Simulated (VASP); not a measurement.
# Be (R-3m) in VASP: notebook

Runs on Be. Level: PBEsol. Tasks: single point, relaxation of cell and atoms.

Program: VASP 6.6.1. These are calculated values, not measurements. Logs are shortened: lines on timing, memory, paths and dates and some standing lists are left out, and cuts for length are marked.

### Step 1. The cell of the first run

It takes space group R-3m (No. 166, trigonal). Conventional cell: a = 2.250 Å, b = 2.250 Å, c = 16.071 Å, α = 90.00°, β = 90.00°, γ = 120.00°. Within 2.9 Å of Be (site symmetry -3m) lie 12 Be at 2.22 to 2.25 Å. Within 2.9 Å of Be (site symmetry 3m) lie 12 Be at 2.19 to 2.25 Å.

### Step 2. Single point, PBEsol

INCAR reads:

```
PREC = Accurate
ENCUT = 520
EDIFF = 1E-7
ISMEAR = 0
SIGMA = 0.1
LREAL = False
LASPH = True
NELM = 100
ALGO = Normal
ISIF = 2
LWAVE = False
LCHARG = False
GGA = PS
NBANDS = 10
```

KPOINTS reads:

```
Automatic mesh
0
Gamma
  24 24 24
```

POSCAR reads:

```
Be
1.0
    1.1249011485      0.6494619809      5.3570985613
   -1.1249011485      0.6494619809      5.3570985613
    0.0000000000     -1.2989239618      5.3570985613
Be
3
Direct
    0.0000000000      0.0000000000      0.0000000000
    0.2216161447      0.2216161447      0.2216161447
    0.7783838553      0.7783838553      0.7783838553
```

Potentials or basis: VASP PAW PBE potentials, release 64 (Be).

The run is started by

```bash
cat potpaw_PBE.64/Be/POTCAR > POTCAR
mpirun -np 1 vasp_std > vasp.out
```

OUTCAR:

```text
PREC = Accurate
   ENCUT = 520
   EDIFF = 1E-7
   ISMEAR = 0
   LREAL = False
   LASPH = True
   NELM = 100
   ISIF = 2
   GGA = PS

 ion  position               nearest neighbor table
   1  0.000  0.000  0.000-   3 2.22   3 2.22   2 2.22   2 2.22   3 2.22   2 2.22
   2  0.222  0.222  0.222-   3 2.19   3 2.19   3 2.19   1 2.22   1 2.22   1 2.22
   3  0.778  0.778  0.778-   2 2.19   2 2.19   2 2.19   1 2.22   1 2.22   1 2.22

  LATTYP: Found a trigonal (rhomboedric) cell.
 ALAT       =     5.5123233263
 COS(alpha) =     0.9167106736

  Lattice vectors:

 A1 = (   1.1249011485,   0.6494619809,   5.3570985613)
 A2 = (  -1.1249011485,   0.6494619809,   5.3570985613)
 A3 = (   0.0000000000,  -1.2989239618,   5.3570985613)

Analysis of symmetry for initial positions (statically):
=====================================================================
 Subroutine PRICEL returns:
 Original cell was already a primitive cell.

 Routine SETGRP: Setting up the symmetry group for a
 trigonal (rhombohedral) supercell.

 Subroutine GETGRP returns: Found 12 space group operations
 (whereof 12 operations were pure point group operations)
 out of a pool of 12 trial point group operations.

The static configuration has the point symmetry D_3d.

Analysis of symmetry for dynamics (positions and initial velocities):
=====================================================================
 Subroutine PRICEL returns:
 Original cell was already a primitive cell.

 Routine SETGRP: Setting up the symmetry group for a
 trigonal (rhombohedral) supercell.

 Subroutine GETGRP returns: Found 12 space group operations
 (whereof 12 operations were pure point group operations)
 out of a pool of 12 trial point group operations.

The dynamic configuration has the point symmetry D_3d.

 Subroutine INISYM returns: Found 12 space group operations
 (whereof 12 operations are pure point group operations),
 and found     1 'primitive' translations

----------------------------------------------------------------------------------------

                                     Primitive cell

  volume of cell :      23.4828

  direct lattice vectors                    reciprocal lattice vectors
     1.124901149  0.649461981  5.357098561     0.444483500  0.256622669  0.062222737
    -1.124901149  0.649461981  5.357098561    -0.444483500  0.256622669  0.062222737
     0.000000000 -1.298923962  5.357098561     0.000000000 -0.513245337  0.062222737

  length of vectors
     5.512323326  5.512323326  5.512323326     0.517003332  0.517003332  0.517003332

  position of ions in fractional coordinates (direct lattice)
     0.000000000  0.000000000  0.000000000
     0.221616145  0.221616145  0.221616145
     0.778383855  0.778383855  0.778383855

  ion indices of the primitive-cell ions
   primitive index   ion index
                 1           1
                 2           2
                 3           3

----------------------------------------------------------------------------------------

 KPOINTS: Automatic mesh

Automatic generation of k-mesh.
 Grid dimensions read from file:
 generate k-points for:   24   24   24

 Generating k-lattice:

  Cartesian coordinates                     Fractional coordinates (reciprocal lattice)
     0.018520146  0.010692611  0.002592614     0.041666667  0.000000000  0.000000000
    -0.018520146  0.010692611  0.002592614     0.000000000  0.041666667  0.000000000
     0.000000000 -0.021385222  0.002592614     0.000000000  0.000000000  0.041666667

  Length of vectors
     0.021541805  0.021541805  0.021541805

  Shift w.r.t. Gamma in fractional coordinates (k-lattice)
     0.000000000  0.000000000  0.000000000

 Subroutine IBZKPT returns following result:
 ===========================================

 Found   1313 irreducible k-points:

 Following reciprocal coordinates:
            Coordinates               Weight
  0.000000  0.000000  0.000000      1.000000
  0.041667  0.000000  0.000000      6.000000
  0.083333  0.000000 -0.000000      6.000000
  0.125000 -0.000000  0.000000      6.000000
  0.166667 -0.000000 -0.000000      6.000000
  0.208333 -0.000000 -0.000000      6.000000
[... 16 lines left out ...]
  0.416667  0.041667 -0.000000     12.000000
  0.458333  0.041667 -0.000000     12.000000
 [... further k-points ...]
   k-points           NKPTS =   1313   k-points in BZ     NKDIM =   1313   number of bands    NBANDS=     10
   number of dos      NEDOS =    301   number of ions     NIONS =      3
   total plane-waves  NPLWV =  74088
   dimension x,y,z NGX =    42 NGY =   42 NGZ =   42
   dimension x,y,z NGXF=    84 NGYF=   84 NGZF=   84
   ions per type =               3
   NGX,Y,Z   is equivalent  to a cutoff of  12.67, 12.67, 12.67 a.u.
   NGXF,Y,Z  is equivalent  to a cutoff of  25.33, 25.33, 25.33 a.u.
 SYSTEM =  unknown system
   PREC   = accura    normal or accurate (medium, high low for compatibility)
   ISTART =      0    job   : 0-new  1-cont  2-samecut
   ICHARG =      2    charge: 1-file 2-atom 10-const
   ISPIN  =      1    spin polarized calculation?
   LNONCOLLINEAR =      F non collinear calculations
   LSORBIT =      F    spin-orbit coupling
   LASPH  =      T    aspherical Exc in radial PAW
   ENCUT  =  520.0 eV  38.22 Ry    6.18 a.u.  10.25 10.25 10.25*2*pi/ulx,y,z
   NELM   =    100;   NELMIN=  2; NELMDL= -5     # of ELM steps
   EDIFF  = 0.1E-06   stopping-criterion for ELM
   LREAL  =      F    real-space projection
   EDIFFG = 0.1E-05   stopping-criterion for IOM
   NSW    =      0    number of steps for IOM
   IBRION =     -1    ionic relax: 0-MD 1-quasi-New 2-CG
   NFREE  =      0    steps in history (QN), initial steepest desc. (CG)
   ISIF   =      2    stress and relaxation
   ISYM   =      2    0-nonsym 1-usesym 2-fastsym
   POTIM  = 0.5000    time-step for ionic-motion
   TEBEG  =    0.0;   TEEND  =   0.0 temperature during run
   PSTRESS=    0.0 pullay stress
   NELECT =       6.0000    total number of electrons
   NUPDOWN=      -1.0000    fix difference up-down
   EMIN   =  10.00;   EMAX   =-10.00  energy-range for DOS
   EFERMI =   0.00;   METHOD = LEGACY
   ISMEAR =     0;   SIGMA  =   0.10  broadening in eV -4-tet -1-fermi 0-gaus
   EFERMI_NEDOS =   21; number of points for ismear=-14 and -15
   IALGO  =     38    algorithm
   IMIX   =      4    mixing-type and parameters
     AMIX     =   0.40;   BMIX     =  1.00
     AMIX_MAG =   1.60;   BMIX_MAG =  1.00
  volume/ion in A,a.u.               =       7.83        52.82
  Fermi-wavevector in a.u.,A,eV,Ry     =   1.038825  1.963094 14.682818  1.079157
  Thomas-Fermi vector in A             =   2.173327
   LORBIT       =      0    0 simple, 1 ext, 2 COOP (PROOUT), +10 PAW based schemes
   GGA     = PS    functional components
   LHFCALC =     F    Hartree Fock is set to
   AEXX    =    0.0000 exact exchange contribution
   IVDW    =     0    specifies the selected vdW correction
   LEPSILON=     F    determine dielectric tensor
   LRPA    =     F    only Hartree local field effects (RPA)
 non-spin polarized calculation
 Gauss-broadening in eV      SIGMA  =   0.10
  energy-cutoff  :      520.00
  volume of cell :       23.48
 maximum number of plane-waves:       648
 NGX is ok and might be reduce to    42
   NGX = 21   NGY = 21   NGZ = 21

 number of electron       6.0000000 magnetization

 Free energy of the ion-electron system (eV)
  ---------------------------------------------------
  ext. energy  EPLUGINS =         0.00000000
  ---------------------------------------------------
  free energy    TOTEN  =       -11.93158809 eV

  energy without entropy =      -11.93043997  energy(sigma->0) =      -11.93101403

 E-fermi :   7.1442     XC(G=0): -10.6419

 val. band max:        7.1418197615   @ k =  -0.3750   0.3333   0.0417
 cond. band min:       7.1550472989   @ k =  -0.2500   0.4583   0.1667
 fundamental gap:      0.0132275374
 Fermi energy:         7.1441598109

 k-point     1 :       0.0000    0.0000    0.0000
  band No.  band energies     occupation
      1      -4.3019      2.00000
      2      -0.5346      2.00000
      3      -0.5318      2.00000
      4      13.2957      0.00000
      5      13.4655      0.00000
      6      24.0506      0.00000
      7      24.0506      0.00000
      8      24.2566      0.00000
      9      24.2566      0.00000
     10      26.4123      0.00000

 k-point     2 :       0.0417    0.0000    0.0000
  band No.  band energies     occupation
      1      -4.2510      2.00000
      2      -0.5801      2.00000
      3      -0.3783      2.00000
      4      13.1680      0.00000
      5      13.6417      0.00000
      6      23.4724      0.00000
      7      23.6414      0.00000
      8      24.1390      0.00000
      9      24.1598      0.00000
     10      26.3899      0.00000

 k-point     3 :       0.0833    0.0000   -0.0000
  band No.  band energies     occupation
      1      -4.0981      2.00000
      2      -0.5203      2.00000
      3      -0.1147      2.00000
      4      13.0214      0.00000
      5      13.9277      0.00000
      6      22.2464      0.00000
      7      22.8726      0.00000
      8      23.4996      0.00000
      9      23.6167      0.00000
     10      26.2594      0.00000

 k-point     4 :       0.1250   -0.0000    0.0000
  band No.  band energies     occupation
      1      -3.8431      2.00000
      2      -0.3558      2.00000
      3       0.2577      2.00000
      4      12.8965      0.00000
      5      14.2573      0.00000
      6      20.6808      0.00000
      7      22.0138      0.00000
      8      22.3225      0.00000
      9      22.8518      0.00000
     10      25.8177      0.00000

 k-point     5 :       0.1667   -0.0000   -0.0000
  band No.  band energies     occupation
      1      -3.4861      2.00000
      2      -0.0892      2.00000
      3       0.7375      2.00000
      4      12.7602      0.00000
      5      14.5933      0.00000
      6      19.0304      0.00000
      7      20.8449      0.00000
      8      21.1673      0.00000
      9      22.0046      0.00000
     10      24.6585      0.00000

 k-point     6 :       0.2083   -0.0000   -0.0000
  band No.  band energies     occupation
      1      -3.0270      2.00000
      2       0.2762      2.00000
      3       1.3214      2.00000
      4      12.5285      0.00000
      5      14.8178      0.00000
      6      17.5716      0.00000
      7      19.3149      0.00000
      8      20.3819      0.00000
      9      21.1656      0.00000
     10      22.9840      0.00000
[... 183 lines left out ...]
 k-point    21 :       0.3333    0.0417   -0.0000
  band No.  band energies     occupation
      1      -1.3839      2.00000
      2       1.4793      2.00000
      3       3.3723      2.00000
      4      10.4837      0.00000
      5      13.3707      0.00000
      6      16.0651      0.00000
      7      16.6227      0.00000
      8      18.1296      0.00000
      9      19.1422      0.00000
     10      19.9855      0.00000

 k-point    22 :       0.3750    0.0417   -0.0000
  band No.  band energies     occupation
      1      -0.5814      2.00000
      2       2.1277      2.00000
      3       4.1444      2.00000
      4       9.3683      0.00000
      5      12.2016      0.00000
      6      15.0804      0.00000
      7      16.1539      0.00000
      8      17.8892      0.00000
      9      18.6248      0.00000
     10      19.9616      0.00000

 k-point    23 :       0.4167    0.0417   -0.0000
  band No.  band energies     occupation
      1       0.2983      2.00000
      2       2.8019      2.00000
      3       4.6750      2.00000
      4       8.5496      0.00000
      5      11.0354      0.00000
      6      13.5434      0.00000
      7      16.3554      0.00000
      8      17.7234      0.00000
      9      18.2591      0.00000
     10      20.3131      0.00000

 k-point    24 :       0.4583    0.0417   -0.0000
  band No.  band energies     occupation
      1       1.2145      2.00000
      2       3.4202      2.00000
      3       4.5724      2.00000
      4       8.5249      0.00000
      5      10.0467      0.00000
      6      12.0435      0.00000
      7      16.7346      0.00000
      8      17.5808      0.00000
      9      18.0673      0.00000
     10      20.3948      0.00000

 [... further k-points ...]
[... 5 lines left out ...]
  --------------------------------------------------------------------------------------
  -------------------------------------------------------------------------------------
  Total        0.0525757      0.0525757      0.0618012     -0.0000000      0.0000000     -0.0000000
  in kB        3.5871237      3.5871237      4.2165606     -0.0000000      0.0000000     -0.0000000
  external PRESSURE =       3.7969360 kB  Pullay stress =       0.0000000 kB

 VOLUME and BASIS-vectors are now :
 -----------------------------------------------------------------------------
  energy-cutoff  :      520.00
  volume of cell :       23.48
      direct lattice vectors                 reciprocal lattice vectors
     1.124901149  0.649461981  5.357098561     0.444483500  0.256622669  0.062222737
    -1.124901149  0.649461981  5.357098561    -0.444483500  0.256622669  0.062222737
     0.000000000 -1.298923962  5.357098561     0.000000000 -0.513245337  0.062222737

 POSITION                                       TOTAL-FORCE (eV/Angst)
 -----------------------------------------------------------------------------------
      0.00000      0.00000      0.00000         0.000000      0.000000      0.000000
      0.00000      0.00000      3.56166         0.000000     -0.000000      0.002043
      0.00000      0.00000     12.50964         0.000000      0.000000     -0.002043
 -----------------------------------------------------------------------------------
    total drift:                                0.000000      0.000000     -0.000000

  FREE ENERGIE OF THE ION-ELECTRON SYSTEM (eV)
  ---------------------------------------------------
  free  energy   TOTEN  =       -11.9315880901 eV

  energy  without entropy=      -11.9304399689  energy(sigma->0) =      -11.93101403
```

Run time: 16 min. Hardware: 1 thread of Intel Xeon Platinum 8259CL at 2.50GHz (Skylake/Cascade Lake), shared host; peak memory 0.44 GiB.

Results:

| Quantity | Value |
| --- | --- |
| Free energy | -11.9316 eV |
| Pressure | 0.4 GPa |
| Band gap on the k mesh | zero (band 3 reaches 8.05 eV, above the bottom of band 4 at 6.10 eV) |

Forces on the atoms (eV/Å):
```
Be   0.000  0.000  0.000
Be   0.000  0.000  0.002
Be   0.000  0.000 -0.002
```

Caveat: the PAW data sets were made with another functional, which shifts forces and pressure a little.

(Continued in part 2 of 2.)
